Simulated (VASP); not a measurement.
# Ta (P6_3/mmc) in VASP: a series of runs, part 3 of 3

VASP 6.6.1. Earlier steps stand in the parts before.

## 5. Relaxation of cell and atoms, PBE

Contents of INCAR:

```
SYSTEM = Ta
PREC = Accurate
ENCUT = 600
EDIFF = 1E-7
ISMEAR = 0
SIGMA = 0.1
LREAL = .False.
LASPH = .True.
NELM = 100
ALGO = Normal
ISIF = 3
LWAVE = .False.
LCHARG = .False.
GGA = PE
IBRION = 2
NSW = 90
EDIFFG = -0.04
```

Contents of KPOINTS:

```
regular mesh
0
Gamma
  6 6 2
  0 0 0
```

Contents of POSCAR:

```
Ta
1.0
    3.2332056251      0.0000000000      0.0000000000
   -1.6166028125      2.8000382069      0.0000000000
    0.0000000000      0.0000000000      8.8058852390
Ta
4
Direct
    0.0000000000      0.0000000000      0.2500000000
    0.0000000000      0.0000000000      0.7500000000
    0.3333333333      0.6666666667      0.7500000000
    0.6666666667      0.3333333333      0.2500000000
```

Potentials or basis: VASP PAW PBE potentials, release 64 (Ta_pv).

Command:

```sh
> cat potpaw_PBE.64/Ta_pv/POTCAR > POTCAR
> mpirun -np 1 vasp_std > vasp.out
```

OUTCAR:

```text
SYSTEM = Ta
   PREC = Accurate
   ENCUT = 600
   EDIFF = 1E-7
   ISMEAR = 0
   LREAL = .False.
   LASPH = .True.
   NELM = 100
   ISIF = 3
   GGA = PE
   IBRION = 2
   NSW = 90
   EDIFFG = -0.04

 ion  position               nearest neighbor table
   1  0.000  0.000  0.250-   4 1.87   4 1.87   4 1.87
   2  0.000  0.000  0.750-   3 1.87   3 1.87   3 1.87
   3  0.333  0.667  0.750-   2 1.87   2 1.87   2 1.87
   4  0.667  0.333  0.250-   1 1.87   1 1.87   1 1.87

  LATTYP: Found a hexagonal cell.
 ALAT       =     3.2332056251
 C/A-ratio  =     2.7235772357

  Lattice vectors:

 A1 = (   3.2332056251,   0.0000000000,   0.0000000000)
 A2 = (  -1.6166028125,   2.8000382069,   0.0000000000)
 A3 = (   0.0000000000,   0.0000000000,   8.8058852390)

Analysis of symmetry for initial positions (statically):
=====================================================================
 Subroutine PRICEL returns:
 Original cell was already a primitive cell.

 Routine SETGRP: Setting up the symmetry group for a
 hexagonal supercell.

 Subroutine GETGRP returns: Found 24 space group operations
 (whereof 12 operations were pure point group operations)
 out of a pool of 24 trial point group operations.

The static configuration has the point symmetry D_3d.
 The point group associated with its full space group is D_6h.

Analysis of symmetry for dynamics (positions and initial velocities):
=====================================================================
 Subroutine PRICEL returns:
 Original cell was already a primitive cell.

 Routine SETGRP: Setting up the symmetry group for a
 hexagonal supercell.

 Subroutine GETGRP returns: Found 24 space group operations
 (whereof 12 operations were pure point group operations)
 out of a pool of 24 trial point group operations.

The dynamic configuration has the point symmetry D_3d.
[... 124 lines left out ...]
 conjugate gradient relaxation of ions
 non-spin polarized calculation
 Gauss-broadening in eV      SIGMA  =   0.10
  energy-cutoff  :      600.00
  volume of cell :       79.72
 maximum number of plane-waves:      2687
 NGX is ok and might be reduce to    28
   NGX = 13   NGY = 13   NGZ = 35

--------------------------------------- Ionic step        1  -------------------------------------------

 number of electron      43.9999996 magnetization

 Free energy of the ion-electron system (eV)
  ---------------------------------------------------
  ext. energy  EPLUGINS =         0.00000000
  ---------------------------------------------------
  free energy    TOTEN  =         0.73519541 eV

  energy without entropy =        0.75029159  energy(sigma->0) =        0.74274350

------------------------ aborting loop because EDIFF is reached ----------------------------------------

  FORCE on cell =-STRESS in cart. coord.  units (eV):
  Direction    XX          YY          ZZ          XY          YZ          ZX
  --------------------------------------------------------------------------------------
  -------------------------------------------------------------------------------------
  Total      148.0300217    148.0300217     -3.2452112      0.0000000      0.0000000     -0.0000000
  in kB     2975.0213094   2975.0213092    -65.2203673      0.0000001      0.0000000     -0.0000000
  external PRESSURE =    1961.6074171 kB  Pullay stress =       0.0000000 kB
[... 25 lines left out ...]
--------------------------------------- Ionic step        2  -------------------------------------------

 number of electron      44.0000024 magnetization

------------------------ aborting loop EDIFF was not reached (unconverged)  ----------------------------

  FORCE on cell =-STRESS in cart. coord.  units (eV):
  Direction    XX          YY          ZZ          XY          YZ          ZX
  --------------------------------------------------------------------------------------
  -------------------------------------------------------------------------------------
  Total     -274.1241178   -274.1241177    -22.8328865     -0.0000000      0.0000000      0.0000000
  in kB     -739.0445503   -739.0445501    -61.5579558     -0.0000000      0.0000000      0.0000000
  external PRESSURE =    -513.2156854 kB  Pullay stress =       0.0000000 kB
[... 1712 lines left out ...]
     25       4.6988      0.00000
     26       4.6988      0.00000

[... ionic steps 4 to 17 ...]

--------------------------------------- Ionic step       18  -------------------------------------------

 number of electron      44.0000002 magnetization

------------------------ aborting loop because EDIFF is reached ----------------------------------------
[... 71 lines left out ...]
--------------------------------------- Ionic step       20  -------------------------------------------

 number of electron      44.0000001 magnetization

 Free energy of the ion-electron system (eV)
  ---------------------------------------------------
  ext. energy  EPLUGINS =         0.00000000
  ---------------------------------------------------
  free energy    TOTEN  =       -40.37065651 eV

  energy without entropy =      -40.33952058  energy(sigma->0) =      -40.35508855

 E-fermi :   3.9686     XC(G=0): -11.3266

 val. band max:        3.9174712505   @ k =   0.3333   0.3333   0.0000
 cond. band min:       3.9760185526   @ k =   0.5000   0.0000   0.0000
 fundamental gap:      0.0585473021
 Fermi energy:         3.9686019497
[... 435 lines left out ...]
  FREE ENERGIE OF THE ION-ELECTRON SYSTEM (eV)
  ---------------------------------------------------
  free  energy   TOTEN  =       -40.3706565072 eV

  energy  without entropy=      -40.3395205848  energy(sigma->0) =      -40.35508855

 reached required accuracy - stopping structural energy minimisation
```

Run time: 9.4 min. Hardware: 1 thread of Intel Xeon 6975P-C (Granite Rapids), shared host; peak memory 0.24 GiB.

What came out:

```
Free energy                           : -40.3707 eV
Relaxed volume                        : 22.32 Å³/atom
Relaxed cell                          : a = 4.620 Å, b = 4.620 Å, c = 4.830 Å, α = 90.00°, β = 90.00°, γ = 120.00°
Space group after relaxing (to 0.1 Å) : P6_3/mmc (No. 194)
Pressure after relaxing               : 0.0 GPa
Band gap on the k mesh                : zero (bands 22 and 23 overlap by 0.46 eV)
```

Stress tensor (GPa, compression positive):
```
 0.07  0.00  0.00
 0.00  0.07  0.00
 0.00  0.00 -0.10
```

Final structure:
```
CELL_PARAMETERS angstrom
4.62030 0.00000 0.00000
-2.31015 4.00130 0.00000
0.00000 0.00000 4.82953
ATOMIC_POSITIONS crystal
Ta 0.00000 0.00000 0.25000
Ta 0.00000 0.00000 0.75000
Ta 0.33333 0.66667 0.75000
Ta 0.66667 0.33333 0.25000
```

Caveat: the k points lie up to 0.65 Å⁻¹ apart in the final cell; a cell axis changed by over 15 % at a fixed basis, so the end point is rough; spin-orbit coupling is left out, which moves the levels of the heavy elements.

## 6. Summary

| task | cell | k mesh | cutoff (eV) | gap on the mesh (eV) | pressure (GPa) |
| --- | --- | --- | --- | --- | --- |
| single point | a = 3.233, b = 3.233, c = 8.806 Å, angles 90.0, 90.0, 120.0°, 4 atoms | 6 × 6 × 2 | 520 | none | 196.1 |
| single point | a = 4.633, b = 4.633, c = 4.798 Å, angles 90.0, 90.0, 120.0°, 4 atoms | 6 × 6 × 2 | 520 | none | 0.2 |
| single point | a = 4.627, b = 4.627, c = 4.848 Å, angles 90.0, 90.0, 120.0°, 4 atoms | 6 × 6 × 4 | 520 | none | 0.2 |
| relaxation of cell and atoms | relaxed from a = 3.233, b = 3.233, c = 8.806 Å, angles 90.0, 90.0, 120.0°, 4 atoms | 6 × 6 × 2 | 600 | none | 0.0 |

Alike in all rows: level PBE; potentials or basis VASP PAW PBE potentials, release 64 (Ta_pv); no spin polarisation; smearing gaussian 0.1 eV.

Caveats: some runs use coarse meshes; spin-orbit coupling is left out, which moves the levels of the heavy elements; atoms lie so close that the PAW spheres overlap strongly, which falsifies energies and pressures (at least some runs); a cell axis changed by over 15 % at a fixed basis, so the end point is rough (at least some runs).

Total energies depend on the potentials used, so only differences within one code and one set of settings carry meaning.

The gap in the log of VASP goes by the Fermi energy; the results here count the filled bands.